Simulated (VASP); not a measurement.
# SnSe (Pnma) in VASP: further runs

SnSe is run at these levels: PBE+D3(BJ), revPBE+D3(BJ); tasks: relaxation of cell and atoms.

Everything below comes from runs of VASP 6.6.1. Logs are shortened: lines on timing, memory, paths and dates and some standing lists are left out, and cuts for length are marked.

## Step 1: The cell of the first run

It takes space group Pnma (No. 62, orthorhombic). The conventional cell has a = 11.420 Å, b = 4.190 Å, c = 4.460 Å, α = 90.00°, β = 90.00°, γ = 90.00°. Within 3.6 Å of Sn (site symmetry m) lie 6 Se at 2.69 to 3.51 Å and 2 Sn at 3.60 Å. Se (site symmetry m) has 6 Sn at 2.69 to 3.51 Å within 3.6 Å.

## Step 2: Relaxation of cell and atoms, PBE+D3(BJ)

The input, INCAR:

```
SYSTEM = SnSe
ALGO     = Normal         ! electronic algorithm
EDIFF    = 1E-7           ! SCF threshold, eV
EDIFFG   = -0.01          ! ionic threshold
ENCUT    = 500            ! plane-wave cutoff, eV
GGA      = PE             ! functional
GGA_COMPAT= .False.      
IBRION   = 2              ! ionic algorithm
ISIF     = 3              ! what is computed and relaxed
ISMEAR   = 0              ! smearing method
IVDW     = 12             ! dispersion correction
LASPH    = .True.         ! aspherical terms in the spheres
LCHARG   = .False.        ! write CHGCAR
LREAL    = .False.        ! projectors in reciprocal space
LWAVE    = .False.        ! write WAVECAR
NELM     = 120            ! most SCF steps
NELMIN   = 4            
NSW      = 80             ! ionic steps
PREC     = Accurate       ! precision mode
SIGMA    = 0.01           ! smearing width, eV
```

The input, KPOINTS:

```
k-points
0
Gamma
  2 5 5
  0 0 0
```

The input, POSCAR:

```
SnSe
1.0
   11.4200000000      0.0000000000      0.0000000000
    0.0000000000      4.1900000000      0.0000000000
    0.0000000000      0.0000000000      4.4600000000
Sn Se
4 4
Direct
    0.1230000000      0.2500000000      0.0910000000
    0.3770000000      0.7500000000      0.5910000000
    0.6230000000      0.2500000000      0.4090000000
    0.8770000000      0.7500000000      0.9090000000
    0.3570000000      0.2500000000      0.0160000000
    0.1430000000      0.7500000000      0.5160000000
    0.8570000000      0.2500000000      0.4840000000
    0.6430000000      0.7500000000      0.9840000000
```

Potentials or basis: VASP PAW PBE potentials, release 64 (Sn_d, Se).

On the command line:

```bash
cat potpaw_PBE.64/Sn_d/POTCAR potpaw_PBE.64/Se/POTCAR > POTCAR
mpirun -np 1 vasp_std > vasp.out
```

OUTCAR:

```text
SYSTEM = SnSe
   EDIFF = 1E-7
   EDIFFG = -0.01
   ENCUT = 500
   GGA = PE
   IBRION = 2
   ISIF = 3
   ISMEAR = 0
   IVDW = 12
   LASPH = .True.
   LREAL = .False.
   NELM = 120
   NELMIN = 4
   NSW = 80
   PREC = Accurate
 IVDW          = 12

 ion  position               nearest neighbor table
   1  0.123  0.250  0.091-   5 2.69   6 2.83   6 2.83   4 3.60   4 3.60
   2  0.377  0.750  0.591-   6 2.69   5 2.83   5 2.83   3 3.60   3 3.60
   3  0.623  0.250  0.409-   7 2.69   8 2.83   8 2.83   2 3.60   2 3.60
   4  0.877  0.750  0.909-   8 2.69   7 2.83   7 2.83   1 3.60   1 3.60
   5  0.357  0.250  0.016-   1 2.69   2 2.83   2 2.83
   6  0.143  0.750  0.516-   2 2.69   1 2.83   1 2.83
   7  0.857  0.250  0.484-   3 2.69   4 2.83   4 2.83
   8  0.643  0.750  0.984-   4 2.69   3 2.83   3 2.83

  LATTYP: Found a simple orthorhombic cell.
 ALAT       =     4.1900000000
 B/A-ratio  =     1.0644391408
 C/A-ratio  =     2.7255369928

  Lattice vectors:

 A1 = (   0.0000000000,   4.1900000000,   0.0000000000)
 A2 = (   0.0000000000,   0.0000000000,   4.4600000000)
 A3 = (  11.4200000000,   0.0000000000,   0.0000000000)

Analysis of symmetry for initial positions (statically):
=====================================================================
 Subroutine PRICEL returns:
 Original cell was already a primitive cell.

 Routine SETGRP: Setting up the symmetry group for a
 simple orthorhombic supercell.

 Subroutine GETGRP returns: Found  8 space group operations
 (whereof  2 operations were pure point group operations)
 out of a pool of  8 trial point group operations.

The static configuration has the point symmetry S_2 .
 The point group associated with its full space group is D_2h.

Analysis of symmetry for dynamics (positions and initial velocities):
=====================================================================
 Subroutine PRICEL returns:
 Original cell was already a primitive cell.

 Routine SETGRP: Setting up the symmetry group for a
 simple orthorhombic supercell.

 Subroutine GETGRP returns: Found  8 space group operations
 (whereof  2 operations were pure point group operations)
 out of a pool of  8 trial point group operations.

The dynamic configuration has the point symmetry S_2 .
 The point group associated with its full space group is D_2h.

 Subroutine INISYM returns: Found  8 space group operations
 (whereof  2 operations are pure point group operations),
 and found     1 'primitive' translations

----------------------------------------------------------------------------------------

                                     Primitive cell

  volume of cell :     213.4101

  direct lattice vectors                    reciprocal lattice vectors
    11.420000000  0.000000000  0.000000000     0.087565674  0.000000000  0.000000000
     0.000000000  4.190000000  0.000000000     0.000000000  0.238663484  0.000000000
     0.000000000  0.000000000  4.460000000     0.000000000  0.000000000  0.224215247

  length of vectors
    11.420000000  4.190000000  4.460000000     0.087565674  0.238663484  0.224215247

  position of ions in fractional coordinates (direct lattice)
     0.123000000  0.250000000  0.091000000
     0.377000000  0.750000000  0.591000000
     0.623000000  0.250000000  0.409000000
     0.877000000  0.750000000  0.909000000
     0.357000000  0.250000000  0.016000000
     0.143000000  0.750000000  0.516000000
     0.857000000  0.250000000  0.484000000
     0.643000000  0.750000000  0.984000000

  ion indices of the primitive-cell ions
   primitive index   ion index
                 1           1
                 2           2
                 3           3
                 4           4
                 5           5
                 6           6
                 7           7
                 8           8

----------------------------------------------------------------------------------------

 KPOINTS: k-points

Automatic generation of k-mesh.
 Grid dimensions read from file:
 generate k-points for:    2    5    5

 Generating k-lattice:

  Cartesian coordinates                     Fractional coordinates (reciprocal lattice)
     0.043782837  0.000000000  0.000000000     0.500000000  0.000000000  0.000000000
     0.000000000  0.047732697  0.000000000     0.000000000  0.200000000  0.000000000
     0.000000000  0.000000000  0.044843049     0.000000000  0.000000000  0.200000000

  Length of vectors
     0.043782837  0.047732697  0.044843049

  Shift w.r.t. Gamma in fractional coordinates (k-lattice)
     0.000000000  0.000000000  0.000000000

 Subroutine IBZKPT returns following result:
 ===========================================

 Found     18 irreducible k-points:

 Following reciprocal coordinates:
            Coordinates               Weight
  0.000000  0.000000  0.000000      1.000000
  0.500000  0.000000  0.000000      1.000000
  0.000000  0.200000  0.000000      2.000000
  0.500000  0.200000  0.000000      2.000000
  0.000000  0.400000  0.000000      2.000000
  0.500000  0.400000  0.000000      2.000000
[... 10 lines left out ...]
  0.000000  0.400000  0.400000      4.000000
  0.500000  0.400000  0.400000      4.000000
   k-points           NKPTS =     18   k-points in BZ     NKDIM =     18   number of bands    NBANDS=     48
   number of dos      NEDOS =    301   number of ions     NIONS =      8
   total plane-waves  NPLWV =  96768
   dimension x,y,z NGX =    84 NGY =   32 NGZ =   36
   dimension x,y,z NGXF=   168 NGYF=   64 NGZF=   72
   ions per type =               4   4
   NGX,Y,Z   is equivalent  to a cutoff of  12.23, 12.70, 13.42 a.u.
   NGXF,Y,Z  is equivalent  to a cutoff of  24.46, 25.39, 26.84 a.u.
 SYSTEM =  SnSe
   PREC   = accura    normal or accurate (medium, high low for compatibility)
   ISTART =      0    job   : 0-new  1-cont  2-samecut
   ICHARG =      2    charge: 1-file 2-atom 10-const
   ISPIN  =      1    spin polarized calculation?
   LNONCOLLINEAR =      F non collinear calculations
   LSORBIT =      F    spin-orbit coupling
   LASPH  =      T    aspherical Exc in radial PAW
   ENCUT  =  500.0 eV  36.75 Ry    6.06 a.u.  20.82  7.64  8.13*2*pi/ulx,y,z
   NELM   =    120;   NELMIN=  4; NELMDL= -5     # of ELM steps
   EDIFF  = 0.1E-06   stopping-criterion for ELM
   LREAL  =      F    real-space projection
   EDIFFG = -.1E-01   stopping-criterion for IOM
   NSW    =     80    number of steps for IOM
   IBRION =      2    ionic relax: 0-MD 1-quasi-New 2-CG
   NFREE  =      1    steps in history (QN), initial steepest desc. (CG)
   ISIF   =      3    stress and relaxation
   ISYM   =      2    0-nonsym 1-usesym 2-fastsym
   POTIM  = 0.5000    time-step for ionic-motion
   TEBEG  =    0.0;   TEEND  =   0.0 temperature during run
   PSTRESS=    0.0 pullay stress
   NELECT =      80.0000    total number of electrons
   NUPDOWN=      -1.0000    fix difference up-down
   EMIN   =  10.00;   EMAX   =-10.00  energy-range for DOS
   EFERMI =   0.00;   METHOD = LEGACY
   ISMEAR =     0;   SIGMA  =   0.01  broadening in eV -4-tet -1-fermi 0-gaus
   EFERMI_NEDOS =   21; number of points for ismear=-14 and -15
   IALGO  =     38    algorithm
   IMIX   =      4    mixing-type and parameters
     AMIX     =   0.40;   BMIX     =  1.00
     AMIX_MAG =   1.60;   BMIX_MAG =  1.00
  volume/ion in A,a.u.               =      26.68       180.02
  Fermi-wavevector in a.u.,A,eV,Ry     =   1.180411  2.230653 18.957944  1.393370
  Thomas-Fermi vector in A             =   2.316704
   LORBIT       =      0    0 simple, 1 ext, 2 COOP (PROOUT), +10 PAW based schemes
   GGA     = PE    functional components
   LHFCALC =     F    Hartree Fock is set to
   AEXX    =    0.0000 exact exchange contribution
   IVDW    =    12    specifies the selected vdW correction
   LEPSILON=     F    determine dielectric tensor
   LRPA    =     F    only Hartree local field effects (RPA)
 conjugate gradient relaxation of ions
 non-spin polarized calculation
 Gauss-broadening in eV      SIGMA  =   0.01
  energy-cutoff  :      500.00
  volume of cell :      213.41
 maximum number of plane-waves:      5448
 NGX is ok and might be reduce to    84
   NGX = 41   NGY = 15   NGZ = 17

--------------------------------------- Ionic step        1  -------------------------------------------

 number of electron      79.9999987 magnetization

 Free energy of the ion-electron system (eV)
  ---------------------------------------------------
  ext. energy  EPLUGINS =         0.00000000
  ---------------------------------------------------
  free energy    TOTEN  =       -32.74654735 eV

  energy without entropy =      -32.74654735  energy(sigma->0) =      -32.74654735

------------------------ aborting loop because EDIFF is reached ----------------------------------------

 Edisp (eV)   -2.89966

 E8    (eV) :    -1.3085

  FORCE on cell =-STRESS in cart. coord.  units (eV):
  Direction    XX          YY          ZZ          XY          YZ          ZX
  --------------------------------------------------------------------------------------
  -------------------------------------------------------------------------------------
  Total       2.83983    -0.74640    -1.06362     0.00000     0.00000     0.00000
  in kB      21.32004    -5.60358    -7.98511     0.00000     0.00000     0.00000
  external pressure =        2.58 kB  Pullay stress =        0.00 kB
[... 115 lines left out ...]
  FREE ENERGIE OF THE ION-ELECTRON SYSTEM (eV)
  ---------------------------------------------------
  free  energy   TOTEN  =       -35.6845770423 eV

  energy  without entropy=      -35.6845770423  energy(sigma->0) =      -35.68457704

[... ionic steps 4 to 12 ...]

--------------------------------------- Ionic step       13  -------------------------------------------

 number of electron      79.9999977 magnetization

------------------------ aborting loop because EDIFF is reached ----------------------------------------

 Edisp (eV)   -2.94316

 E8    (eV) :    -1.3278
[... 81 lines left out ...]
  energy  without entropy=      -35.6994035393  energy(sigma->0) =      -35.69940354

--------------------------------------- Ionic step       15  -------------------------------------------

 number of electron      79.9999979 magnetization

 Free energy of the ion-electron system (eV)
  ---------------------------------------------------
  ext. energy  EPLUGINS =         0.00000000
  ---------------------------------------------------
  free energy    TOTEN  =       -32.75896982 eV

  energy without entropy =      -32.75896982  energy(sigma->0) =      -32.75896982

 E-fermi :   5.6860     XC(G=0):  -9.7802

 val. band max:        5.5918666672   @ k =   0.0000   0.0000   0.4000
 cond. band min:       6.1292535720   @ k =   0.0000   0.0000   0.0000
 fundamental gap:      0.5373869048
 Fermi energy:         5.6859994415

 k-point     1 :       0.0000    0.0000    0.0000
  band No.  band energies     occupation
      1     -15.7660      2.00000
      2     -15.7560      2.00000
      3     -15.7522      2.00000
      4     -15.7510      2.00000
      5     -15.7489      2.00000
      6     -15.7454      2.00000
[... 946 lines left out ...]
  FREE ENERGIE OF THE ION-ELECTRON SYSTEM (eV)
  ---------------------------------------------------
  free  energy   TOTEN  =       -35.6996353806 eV

  energy  without entropy=      -35.6996353806  energy(sigma->0) =      -35.69963538

 reached required accuracy - stopping structural energy minimisation
```

Wall time 42 min (1 thread of Intel Xeon 8259CL, shared host); peak memory 0.4 GiB.

Results:

| Quantity | Value |
| --- | --- |
| Free energy | -35.6996 eV |
| Relaxed volume | 26.31 Å³/atom |
| Relaxed cell | a = 11.534 Å, b = 4.174 Å, c = 4.372 Å, α = 90.00°, β = 90.00°, γ = 90.00° |
| Space group after relaxing (to 0.1 Å) | Pnma (No. 62) |
| Energy gained by relaxing | 6.7 meV/atom |
| Ionic steps | 15 |
| Pressure after relaxing | 0.0 GPa |
| Largest force after relaxing | 0.010 eV/Å |
| Band gap on the k mesh | 0.54 eV (least direct gap 0.92 eV) |
| Dispersion energy per atom | -0.368 eV |

Forces in eV/Å, atoms in the order of the input:
```
Sn  -0.007  0.000  0.007
Sn   0.007  0.000  0.007
Sn  -0.007  0.000 -0.007
Sn   0.007  0.000 -0.007
Se   0.000  0.000  0.000
Se   0.000  0.000  0.000
Se   0.000  0.000  0.000
Se   0.000  0.000  0.000
```

The path:
```tsv
step	energy change (eV)	largest force (eV/Å)	pressure (GPa)	volume (Å³)
1	0.0000	0.3161	0.26	213.41
2	-0.0379	0.0614	-0.46	214.70
3	-0.0384	0.0764	-0.40	214.57
4	-0.0430	0.0976	-0.01	212.65
5	-0.0435	0.1088	0.17	211.77
6	-0.0475	0.0817	0.13	211.32
7	-0.0520	0.0259	0.05	209.95
8	-0.0521	0.0240	0.05	210.12
9	-0.0525	0.0342	-0.04	210.46
10	-0.0525	0.0387	-0.08	210.61
11	-0.0527	0.0337	-0.07	210.57
12	-0.0531	0.0245	-0.02	210.48
13	-0.0531	0.0110	0.06	210.32
14	-0.0532	0.0155	0.03	210.39
15	-0.0534	0.0099	0.01	210.49
```

Final structure:
```cif
data_structure
_symmetry_space_group_name_H-M 'P 1'
_symmetry_Int_Tables_number 1
_cell_length_a 11.5341
_cell_length_b 4.1738
_cell_length_c 4.3724
_cell_angle_alpha 90.000
_cell_angle_beta 90.000
_cell_angle_gamma 90.000
_cell_volume 210.49
loop_
_atom_site_label
_atom_site_type_symbol
_atom_site_fract_x
_atom_site_fract_y
_atom_site_fract_z
_atom_site_occupancy
Sn1 Sn 0.11828 0.25000 0.08996 1
Sn2 Sn 0.38172 0.75000 0.58996 1
Sn3 Sn 0.61828 0.25000 0.41004 1
Sn4 Sn 0.88172 0.75000 0.91004 1
Se1 Se 0.35629 0.25000 0.01899 1
Se2 Se 0.14371 0.75000 0.51899 1
Se3 Se 0.85629 0.25000 0.48101 1
Se4 Se 0.64371 0.75000 0.98101 1
```

Caveat: semilocal functionals underestimate gaps, and a narrow one can read as zero; spin-orbit coupling is left out, which moves the levels of the heavy elements.

## Step 3: Relaxation of cell and atoms, revPBE+D3(BJ)

The input, INCAR:

```
ALGO     = Normal         # electronic algorithm
EDIFF    = 1E-7           # SCF threshold, eV
EDIFFG   = -0.01          # ionic threshold
ENCUT    = 500            # plane-wave cutoff, eV
GGA      = RE             # functional
GGA_COMPAT= F            
IBRION   = 2              # ionic algorithm
ISIF     = 3              # what is computed and relaxed
ISMEAR   = 0              # smearing method
IVDW     = 12             # dispersion correction
LASPH    = T              # aspherical terms in the spheres
LCHARG   = F              # write CHGCAR
LREAL    = F              # projectors in reciprocal space
LWAVE    = F              # write WAVECAR
NELM     = 120            # most SCF steps
NELMIN   = 4            
NSW      = 80             # ionic steps
PREC     = Accurate       # precision mode
SIGMA    = 0.01           # smearing width, eV
```

The input, KPOINTS:

```
k-points
0
Gamma
  2 5 5
```

POSCAR is that of step 2.

Potentials or basis: VASP PAW PBE potentials, release 64 (Sn_d, Se).

On the command line:

```bash
cat potpaw_PBE.64/Sn_d/POTCAR potpaw_PBE.64/Se/POTCAR > POTCAR
mpirun -np 1 vasp_std > vasp.out
```

It took 55 min on 1 thread of Intel Xeon 8259CL, shared host; peak memory 0.4 GiB.

The run converged. Its results:

```yaml
Free_energy: -35.8740 eV
Relaxed_volume: 25.68 Å³/atom
Relaxed_cell: a = 11.444 Å, b = 4.150 Å, c = 4.326 Å, α = 90.00°, β = 90.00°, γ = 90.00°
Space_group_after_relaxing_to_0.1_Å: Pnma (No. 62)
Energy_gained_by_relaxing: 11.2 meV/atom
Ionic_steps: 19
Pressure_after_relaxing: 0.0 GPa
Largest_force_after_relaxing: 0.008 eV/Å
Band_gap_on_the_k_mesh: 0.44 eV (least direct gap 0.93 eV)
Dispersion_energy_per_atom: -0.716 eV
```

Forces on the atoms (eV/Å):
```
Sn  -0.008  0.000 -0.002
Sn   0.008  0.000 -0.002
Sn  -0.008  0.000  0.002
Sn   0.008  0.000  0.002
Se   0.007  0.000 -0.003
Se  -0.007  0.000 -0.003
Se   0.007  0.000  0.003
Se  -0.007  0.000  0.003
```

The path:
```tsv
step	energy change (eV)	largest force (eV/Å)	pressure (GPa)	volume (Å³)
1	0.0000	0.3472	-0.49	213.41
2	-0.0534	0.1795	-0.35	210.84
3	-0.0537	0.1719	-0.33	210.63
4	-0.0664	0.1659	-0.04	208.61
5	-0.0778	0.1431	0.74	203.74
6	-0.0842	0.0677	0.44	204.01
7	-0.0860	0.0529	0.17	204.26
8	-0.0870	0.0542	0.08	204.70
9	-0.0877	0.0605	-0.17	205.99
10	-0.0878	0.0586	-0.10	205.64
11	-0.0885	0.0388	-0.04	205.60
12	-0.0888	0.0329	0.03	205.56
13	-0.0888	0.0361	0.04	205.55
14	-0.0891	0.0298	-0.01	205.73
15	-0.0893	0.0197	-0.11	206.04
16	-0.0895	0.0188	-0.08	205.90
17	-0.0898	0.0166	0.00	205.51
18	-0.0898	0.0161	0.02	205.43
19	-0.0899	0.0084	-0.01	205.46
```

Final structure:
```yaml
crystal:
  lattice:
    - [11.44415, 0.00000, 0.00000]
    - [0.00000, 4.14975, 0.00000]
    - [0.00000, 0.00000, 4.32631]
  atoms:
    - { symbol: Sn, position: [0.11643, 0.25000, 0.08554] }
    - { symbol: Sn, position: [0.38357, 0.75000, 0.58554] }
    - { symbol: Sn, position: [0.61643, 0.25000, 0.41446] }
    - { symbol: Sn, position: [0.88357, 0.75000, 0.91446] }
    - { symbol: Se, position: [0.35618, 0.25000, 0.02030] }
    - { symbol: Se, position: [0.14382, 0.75000, 0.52030] }
    - { symbol: Se, position: [0.85618, 0.25000, 0.47970] }
    - { symbol: Se, position: [0.64382, 0.75000, 0.97970] }
```

Levels at points of the mesh, in eV from the valence-band top:
```
           k point  band 36  band 37  band 38  band 39  band 40  band 41  band 42  band 43  band 44  band 45
(0.00, 0.00, 0.00)    -1.89    -1.67    -1.39    -0.67    -0.55     0.44     3.10     3.19     3.24     3.44
(0.50, 0.00, 0.00)    -2.21    -1.97    -1.97    -0.57    -0.57     2.57     2.57     2.83     2.83     3.80
```

Caveat: semilocal functionals underestimate gaps, and a narrow one can read as zero; the PAW data sets were made with another functional, which shifts forces and pressure a little; spin-orbit coupling is left out, which moves the levels of the heavy elements. A k mesh can miss the band edges.
